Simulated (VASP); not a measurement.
# SnO2 (P4_2/mnm) in VASP: further runs, part 2 of 2

VASP 6.6.1. The steps go on from the part before.

## Step 3: Single point, LDA (zz strain of -2 %)

File INCAR:

```
SYSTEM = SnO2
PREC = Accurate ; ENCUT = 520
EDIFF = 1E-6 ; ISMEAR = -1
SIGMA = 0.03 ; LREAL = .FALSE.
LASPH = .TRUE. ; NELM = 100
ALGO = Normal ; ISIF = 2
LWAVE = .FALSE. ; LCHARG = .FALSE.
GGA = CA ; NBANDS = 35
```

File KPOINTS:

```
Automatic mesh
0
G
  4 4 6
  0 0 0
```

File POSCAR:

```
SnO2
1.0
    4.7373500000      0.0000000000      0.0000000000
    0.0000000000      4.7373500000      0.0000000000
    0.0000000000      0.0000000000      3.1226720000
Sn O
2 4
Direct
    0.0000000000      0.0000000000      0.0000000000
    0.5000000000      0.5000000000      0.5000000000
    0.3056200000      0.3056200000      0.0000000000
    0.1943800000      0.8056200000      0.5000000000
    0.6943800000      0.6943800000      0.0000000000
    0.8056200000      0.1943800000      0.5000000000
```

Potentials or basis: VASP PAW LDA potentials, release 64 (Sn_d, O).

Launch:

```bash
> cat potpaw_LDA.64/Sn_d/POTCAR potpaw_LDA.64/O/POTCAR > POTCAR
> mpirun -np 1 vasp_std > vasp.out
```

OUTCAR:

```text
SYSTEM = SnO2
   PREC = Accurate
   ENCUT = 520
   EDIFF = 1E-6
   ISMEAR = -1
   LREAL = .FALSE.
   LASPH = .TRUE.
   NELM = 100
   ISIF = 2
   GGA = CA

 ion  position               nearest neighbor table
   1  0.000  0.000  0.000-   4 2.03   6 2.03   4 2.03   6 2.03   5 2.05   3 2.05   2 3.70   2 3.70
                             2 3.70   2 3.70   2 3.70   2 3.70   2 3.70   2 3.70
   2  0.500  0.500  0.500-   3 2.03   5 2.03   3 2.03   5 2.03   4 2.05   6 2.05   1 3.70   1 3.70
                             1 3.70   1 3.70   1 3.70   1 3.70   1 3.70   1 3.70
   3  0.306  0.306  0.000-   2 2.03   2 2.03   1 2.05
   4  0.194  0.806  0.500-   1 2.03   1 2.03   2 2.05
   5  0.694  0.694  0.000-   2 2.03   2 2.03   1 2.05
   6  0.806  0.194  0.500-   1 2.03   1 2.03   2 2.05

  LATTYP: Found a simple tetragonal cell.
 ALAT       =     4.7373500000
 C/A-ratio  =     0.6591600789

  Lattice vectors:

 A1 = (   4.7373500000,   0.0000000000,   0.0000000000)
 A2 = (   0.0000000000,   4.7373500000,   0.0000000000)
 A3 = (   0.0000000000,   0.0000000000,   3.1226720000)

Analysis of symmetry for initial positions (statically):
=====================================================================
 Subroutine PRICEL returns:
 Original cell was already a primitive cell.

 Routine SETGRP: Setting up the symmetry group for a
 simple tetragonal supercell.

 Subroutine GETGRP returns: Found 16 space group operations
 (whereof  8 operations were pure point group operations)
 out of a pool of 16 trial point group operations.

The static configuration has the point symmetry D_2h.
 The point group associated with its full space group is D_4h.

Analysis of symmetry for dynamics (positions and initial velocities):
=====================================================================
 Subroutine PRICEL returns:
 Original cell was already a primitive cell.

 Routine SETGRP: Setting up the symmetry group for a
 simple tetragonal supercell.

 Subroutine GETGRP returns: Found 16 space group operations
 (whereof  8 operations were pure point group operations)
 out of a pool of 16 trial point group operations.

The dynamic configuration has the point symmetry D_2h.
 The point group associated with its full space group is D_4h.

 Subroutine INISYM returns: Found 16 space group operations
 (whereof  8 operations are pure point group operations),
 and found     1 'primitive' translations

----------------------------------------------------------------------------------------

                                     Primitive cell

  volume of cell :      70.0805

  direct lattice vectors                    reciprocal lattice vectors
     4.737350000  0.000000000  0.000000000     0.211088478  0.000000000  0.000000000
     0.000000000  4.737350000  0.000000000     0.000000000  0.211088478  0.000000000
     0.000000000  0.000000000  3.122672000     0.000000000  0.000000000  0.320238565

  length of vectors
     4.737350000  4.737350000  3.122672000     0.211088478  0.211088478  0.320238565

  position of ions in fractional coordinates (direct lattice)
     0.000000000  0.000000000  0.000000000
     0.500000000  0.500000000  0.500000000
     0.305620000  0.305620000  0.000000000
     0.194380000  0.805620000  0.500000000
     0.694380000  0.694380000  0.000000000
     0.805620000  0.194380000  0.500000000
[... 38 lines left out ...]
  0.000000  0.000000  0.000000      1.000000
  0.250000  0.000000  0.000000      4.000000
  0.500000  0.000000  0.000000      2.000000
  0.250000  0.250000  0.000000      4.000000
  0.500000  0.250000  0.000000      4.000000
  0.500000  0.500000  0.000000      1.000000
[... 16 lines left out ...]
  0.500000  0.250000  0.500000      4.000000
  0.500000  0.500000  0.500000      1.000000
   k-points           NKPTS =     24   k-points in BZ     NKDIM =     24   number of bands    NBANDS=     35
   number of dos      NEDOS =    301   number of ions     NIONS =      6
   total plane-waves  NPLWV =  31104
   dimension x,y,z NGX =    36 NGY =   36 NGZ =   24
   dimension x,y,z NGXF=    72 NGYF=   72 NGZF=   48
   ions per type =               2   4
   NGX,Y,Z   is equivalent  to a cutoff of  12.63, 12.63, 12.78 a.u.
   NGXF,Y,Z  is equivalent  to a cutoff of  25.27, 25.27, 25.55 a.u.
 SYSTEM =  SnO2
   PREC   = accura    normal or accurate (medium, high low for compatibility)
   ISTART =      0    job   : 0-new  1-cont  2-samecut
   ICHARG =      2    charge: 1-file 2-atom 10-const
   ISPIN  =      1    spin polarized calculation?
   LNONCOLLINEAR =      F non collinear calculations
   LSORBIT =      F    spin-orbit coupling
   LASPH  =      T    aspherical Exc in radial PAW
   ENCUT  =  520.0 eV  38.22 Ry    6.18 a.u.   8.81  8.81  5.81*2*pi/ulx,y,z
   NELM   =    100;   NELMIN=  2; NELMDL= -5     # of ELM steps
   EDIFF  = 0.1E-05   stopping-criterion for ELM
   LREAL  =      F    real-space projection
   EDIFFG = 0.1E-04   stopping-criterion for IOM
   NSW    =      0    number of steps for IOM
   IBRION =     -1    ionic relax: 0-MD 1-quasi-New 2-CG
   NFREE  =      0    steps in history (QN), initial steepest desc. (CG)
   ISIF   =      2    stress and relaxation
   ISYM   =      2    0-nonsym 1-usesym 2-fastsym
   POTIM  = 0.5000    time-step for ionic-motion
   TEBEG  =    0.0;   TEEND  =   0.0 temperature during run
   PSTRESS=    0.0 pullay stress
   NELECT =      52.0000    total number of electrons
   NUPDOWN=      -1.0000    fix difference up-down
   EMIN   =  10.00;   EMAX   =-10.00  energy-range for DOS
   EFERMI =   0.00;   METHOD = LEGACY
   ISMEAR =    -1;   SIGMA  =   0.03  broadening in eV -4-tet -1-fermi 0-gaus
   EFERMI_NEDOS =   21; number of points for ismear=-14 and -15
   IALGO  =     38    algorithm
   IMIX   =      4    mixing-type and parameters
     AMIX     =   0.40;   BMIX     =  1.00
     AMIX_MAG =   1.60;   BMIX_MAG =  1.00
  volume/ion in A,a.u.               =      11.68        78.82
  Fermi-wavevector in a.u.,A,eV,Ry     =   1.482098  2.800759 29.886743  2.196614
  Thomas-Fermi vector in A             =   2.595926
   LORBIT       =      0    0 simple, 1 ext, 2 COOP (PROOUT), +10 PAW based schemes
   GGA     = CA    functional components
   LHFCALC =     F    Hartree Fock is set to
   AEXX    =    0.0000 exact exchange contribution
   IVDW    =     0    specifies the selected vdW correction
   LEPSILON=     F    determine dielectric tensor
   LRPA    =     F    only Hartree local field effects (RPA)
 non-spin polarized calculation
  energy-cutoff  :      520.00
  volume of cell :       70.08
 maximum number of plane-waves:      1915
 NGX is ok and might be reduce to    36
   NGX = 17   NGY = 17   NGZ = 11

 number of electron      51.9999977 magnetization

 Free energy of the ion-electron system (eV)
  ---------------------------------------------------
  ext. energy  EPLUGINS =         0.00000000
  ---------------------------------------------------
  free energy    TOTEN  =       -42.22831414 eV

  energy without entropy =      -42.22831414  energy(sigma->0) =      -42.22831414

 E-fermi :   6.7417     XC(G=0): -11.9015

 val. band max:        6.1113548083   @ k =   0.0000   0.0000   0.0000
 cond. band min:       7.5540096873   @ k =   0.0000   0.0000   0.0000
 fundamental gap:      1.4426548790
 Fermi energy:         6.7417410583

 k-point     1 :       0.0000    0.0000    0.0000
  band No.  band energies     occupation
      1     -14.9613      2.00000
      2     -14.1946      2.00000
      3     -13.8279      2.00000
      4     -13.8051      2.00000
      5     -13.8051      2.00000
      6     -13.6890      2.00000
[... 901 lines left out ...]
     34      17.2378      0.00000
     35      18.9835      0.00000

------------------------ aborting loop because EDIFF is reached ----------------------------------------

  FORCE on cell =-STRESS in cart. coord.  units (eV):
  Direction    XX          YY          ZZ          XY          YZ          ZX
  --------------------------------------------------------------------------------------
  -------------------------------------------------------------------------------------
  Total        1.3431782      1.3431782      4.5967863      0.0000000      0.0000000      0.0000000
  in kB       30.7076737     30.7076737    105.0914986      0.0000000      0.0000000      0.0000000
  external PRESSURE =      55.5022820 kB  Pullay stress =       0.0000000 kB

 VOLUME and BASIS-vectors are now :
 -----------------------------------------------------------------------------
  energy-cutoff  :      520.00
  volume of cell :       70.08
      direct lattice vectors                 reciprocal lattice vectors
     4.737350000  0.000000000  0.000000000     0.211088478  0.000000000  0.000000000
     0.000000000  4.737350000  0.000000000     0.000000000  0.211088478  0.000000000
     0.000000000  0.000000000  3.122672000     0.000000000  0.000000000  0.320238565

 POSITION                                       TOTAL-FORCE (eV/Angst)
 -----------------------------------------------------------------------------------
      0.00000      0.00000      0.00000         0.000000      0.000000     -0.000000
      2.36868      2.36868      1.56134         0.000000      0.000000     -0.000000
      1.44783      1.44783      0.00000        -0.088527     -0.088527      0.000000
      0.92085      3.81650      1.56134         0.088527     -0.088527     -0.000000
      3.28952      3.28952      0.00000         0.088527      0.088527     -0.000000
      3.81650      0.92085      1.56134        -0.088527      0.088527     -0.000000
 -----------------------------------------------------------------------------------
    total drift:                                0.000000      0.000000      0.000000

  FREE ENERGIE OF THE ION-ELECTRON SYSTEM (eV)
  ---------------------------------------------------
  free  energy   TOTEN  =       -42.2283141395 eV

  energy  without entropy=      -42.2283141395  energy(sigma->0) =      -42.22831414
```

OSZICAR:

```text
N       E                     dE             d eps       ncg     rms          rms(c)
DAV:   1     0.640964483224E+03    0.64096E+03   -0.25446E+04  1842   0.235E+03
DAV:   2     0.526906026901E+02   -0.58827E+03   -0.55191E+03  1808   0.610E+02
DAV:   3    -0.434464257356E+02   -0.96137E+02   -0.94570E+02  1847   0.211E+02
DAV:   4    -0.483149539743E+02   -0.48685E+01   -0.48336E+01  2081   0.504E+01
DAV:   5    -0.484448439028E+02   -0.12989E+00   -0.12965E+00  2156   0.866E+00    0.161E+01
DAV:   6    -0.422906956623E+02    0.61541E+01   -0.16872E+01  2618   0.638E+01    0.658E+00
DAV:   7    -0.423211662136E+02   -0.30471E-01   -0.19766E+00  1916   0.788E+00    0.323E+00
DAV:   8    -0.422425624610E+02    0.78604E-01   -0.19762E-01  2604   0.433E+00    0.736E-01
DAV:   9    -0.422282061785E+02    0.14356E-01   -0.31005E-02  2714   0.305E+00    0.131E-01
DAV:  10    -0.422282976386E+02   -0.91460E-04   -0.30267E-03  2112   0.412E-01    0.516E-02
DAV:  11    -0.422283140800E+02   -0.16441E-04   -0.13278E-04  2610   0.112E-01    0.201E-02
DAV:  12    -0.422283164180E+02   -0.23380E-05   -0.12833E-05  2173   0.284E-02    0.118E-02
DAV:  13    -0.422283140838E+02    0.23342E-05   -0.77419E-06  2071   0.426E-02    0.134E-03
DAV:  14    -0.422283141395E+02   -0.55684E-07   -0.72709E-07  1064   0.809E-03
   1 F= -.42228314E+02 E0= -.42228314E+02  d E =-.103400E-10
```

Run time: 45 s. Hardware: 1 thread of Intel Xeon 8259CL, shared host; peak memory 0.18 GiB.

What came out:

```
Free energy            : -42.2283 eV
Pressure               : 5.6 GPa
Largest force          : 0.125 eV/Å
Band gap on the k mesh : 1.44 eV
```

Forces in eV/Å, atoms in the order of the input:
```
Sn   0.000  0.000  0.000
Sn   0.000  0.000  0.000
O   -0.089 -0.089  0.000
O    0.089 -0.089  0.000
O    0.089  0.089  0.000
O   -0.089  0.089  0.000
```

Caveat: the cell differs from its parent crystal (zz strain of -2 %); the cell stands under pressure; spin-orbit coupling is left out, which moves the levels of the heavy elements.

## Step 4: Single point, LDA (equal xx and yy strain of -1 %)

File INCAR:

```
SYSTEM = SnO2
  PREC = Accurate
  ENCUT = 520
  EDIFF = 1E-7
  ISMEAR = -1
  SIGMA = 0.03
  LREAL = .False.
  LASPH = .True.
  NELM = 60
  ALGO = Normal
  ISIF = 2
  LWAVE = .False.
  LCHARG = .False.
  GGA = CA
  NBANDS = 35
```

File KPOINTS:

```
regular mesh
0
Gamma
  4 4 6
  0 0 0
```

Changes to POSCAR since step 3:

```diff
@@ -2,5 +2,5 @@
 1.0
-    4.7373500000      0.0000000000      0.0000000000
-    0.0000000000      4.7373500000      0.0000000000
-    0.0000000000      0.0000000000      3.1226720000
+    4.6899765000      0.0000000000      0.0000000000
+    0.0000000000      4.6899765000      0.0000000000
+    0.0000000000      0.0000000000      3.1864000000
 Sn O
```

Launch:

```bash
> cat potpaw_LDA.64/Sn_d/POTCAR potpaw_LDA.64/O/POTCAR > POTCAR
> mpirun -np 1 vasp_std > vasp.out
```

Wall time 52 s (1 thread of Intel Xeon 8259CL, shared host); peak memory 0.18 GiB.

Results (log left out):

* Free energy: -42.2601 eV
* Pressure: 4.2 GPa
* Largest force: 0.029 eV/Å
* Band gap on the k mesh: 1.35 eV

Forces on the atoms (eV/Å):
```
Sn   0.000  0.000  0.000
Sn   0.000  0.000  0.000
O    0.021  0.021  0.000
O   -0.021  0.021  0.000
O   -0.021 -0.021  0.000
O    0.021 -0.021  0.000
```

Stress tensor (GPa, compression positive):
```
4.23 0.00 0.00
0.00 4.23 0.00
0.00 0.00 4.05
```

Levels at points of the mesh, in eV from the valence-band top:
| k point | band 22 | band 23 | band 24 | band 25 | band 26 | band 27 | band 28 | band 29 | band 30 | band 31 |
| --- | --- | --- | --- | --- | --- | --- | --- | --- | --- | --- |
| (0.00, 0.00, 0.00) | -1.28 | -1.28 | -0.82 | -0.82 | 0.00 | 1.35 | 6.06 | 6.11 | 6.11 | 10.19 |
| (0.50, 0.00, 0.00) | -2.06 | -1.24 | -1.24 | -0.65 | -0.65 | 4.51 | 4.51 | 6.88 | 6.88 | 11.04 |
| (0.50, 0.50, 0.00) | -2.12 | -1.37 | -1.37 | -0.92 | -0.92 | 4.90 | 4.90 | 7.42 | 7.42 | 11.03 |
| (0.00, 0.00, 0.50) | -2.73 | -1.78 | -1.78 | -1.31 | -1.31 | 6.24 | 6.24 | 9.66 | 9.66 | 10.45 |
| (0.50, 0.00, 0.50) | -1.81 | -1.16 | -1.16 | -0.69 | -0.69 | 6.53 | 6.53 | 8.06 | 8.06 | 10.85 |
| (0.50, 0.50, 0.50) | -2.39 | -0.99 | -0.99 | -0.86 | -0.86 | 4.86 | 4.86 | 8.73 | 8.73 | 10.86 |

Caveat: the cell differs from its parent crystal (equal xx and yy strain of -1 %); the cell stands under pressure; spin-orbit coupling is left out, which moves the levels of the heavy elements.

## Step 5: Single point, LDA (zz strain of +1 %)

File INCAR:

```
SYSTEM = SnO2
ALGO = Normal
EDIFF = 1E-7
ENCUT = 520
ISIF = 2
ISMEAR = -1
LASPH = .TRUE.
LCHARG = .FALSE.
LREAL = .FALSE.
LWAVE = .FALSE.
NBANDS = 35
NELM = 60
PREC = Accurate
SIGMA = 0.03
```

File KPOINTS:

```
k-points
0
G
  4 4 6
  0 0 0
```

Changes to POSCAR since step 4:

```diff
@@ -2,5 +2,5 @@
 1.0
-    4.6899765000      0.0000000000      0.0000000000
-    0.0000000000      4.6899765000      0.0000000000
-    0.0000000000      0.0000000000      3.1864000000
+    4.7373500000      0.0000000000      0.0000000000
+    0.0000000000      4.7373500000      0.0000000000
+    0.0000000000      0.0000000000      3.2182640000
 Sn O
```

Launch:

```bash
> cat potpaw_LDA.64/Sn_d/POTCAR potpaw_LDA.64/O/POTCAR > POTCAR
> mpirun -np 1 vasp_std > vasp.out
```

It took 65 s on 1 thread of Intel Xeon 8259CL, shared host; peak memory 0.18 GiB.

Results (log left out):

```yaml
Free_energy: -42.2737 eV
Pressure: -2.4 GPa
Largest_force: 0.116 eV/Å
Band_gap_on_the_k_mesh: 0.99 eV
```

Forces on the atoms (eV/Å):
```
Sn   0.000  0.000  0.000
Sn   0.000  0.000  0.000
O    0.082  0.082  0.000
O   -0.082  0.082  0.000
O   -0.082 -0.082  0.000
O    0.082 -0.082  0.000
```

Stress tensor (GPa, compression positive):
```
-1.83  0.00  0.00
 0.00 -1.83  0.00
 0.00  0.00 -3.64
```

Levels at points of the mesh, in eV from the valence-band top:
| k point | band 22 | band 23 | band 24 | band 25 | band 26 | band 27 | band 28 | band 29 | band 30 | band 31 |
| --- | --- | --- | --- | --- | --- | --- | --- | --- | --- | --- |
| (0.00, 0.00, 0.00) | -1.30 | -1.30 | -0.79 | -0.79 | 0.00 | 0.99 | 5.79 | 5.95 | 5.95 | 10.01 |
| (0.50, 0.00, 0.00) | -2.02 | -1.26 | -1.26 | -0.64 | -0.64 | 4.19 | 4.19 | 6.71 | 6.71 | 10.71 |
| (0.50, 0.50, 0.00) | -2.06 | -1.39 | -1.39 | -0.89 | -0.89 | 4.57 | 4.57 | 7.19 | 7.19 | 10.73 |
| (0.00, 0.00, 0.50) | -2.71 | -1.70 | -1.70 | -1.26 | -1.26 | 5.88 | 5.88 | 9.44 | 9.44 | 10.22 |
| (0.50, 0.00, 0.50) | -1.78 | -1.11 | -1.11 | -0.72 | -0.72 | 6.16 | 6.16 | 7.80 | 7.80 | 10.57 |
| (0.50, 0.50, 0.50) | -2.40 | -0.96 | -0.96 | -0.82 | -0.82 | 4.55 | 4.55 | 8.59 | 8.59 | 10.58 |

Caveat: the cell differs from its parent crystal (zz strain of +1 %); spin-orbit coupling is left out, which moves the levels of the heavy elements.

## Step 6: Summary

```tsv
cell	gap on the mesh (eV)	pressure (GPa)	largest force (eV/Å)
a = 4.595, b = 4.595, c = 3.186 Å, 6 atoms	1.80	13.9	0.06
a = 4.737, b = 4.737, c = 3.123 Å, 6 atoms	1.44	5.6	0.13
a = 4.690, b = 4.690, c = 3.186 Å, 6 atoms	1.35	4.2	0.03
a = 4.737, b = 4.737, c = 3.218 Å, 6 atoms	0.99	-2.4	0.12
```

Alike in all rows: task single point; level LDA; potentials or basis VASP PAW LDA potentials, release 64 (Sn_d, O); no spin polarisation; k mesh 4 × 4 × 6; cutoff (eV) 520; smearing fermi-dirac 0.03 eV.

Caveats: spin-orbit coupling is left out, which moves the levels of the heavy elements; the cell stands under pressure (at least some runs).

Absolute energies hang on the potentials; compare differences alone.
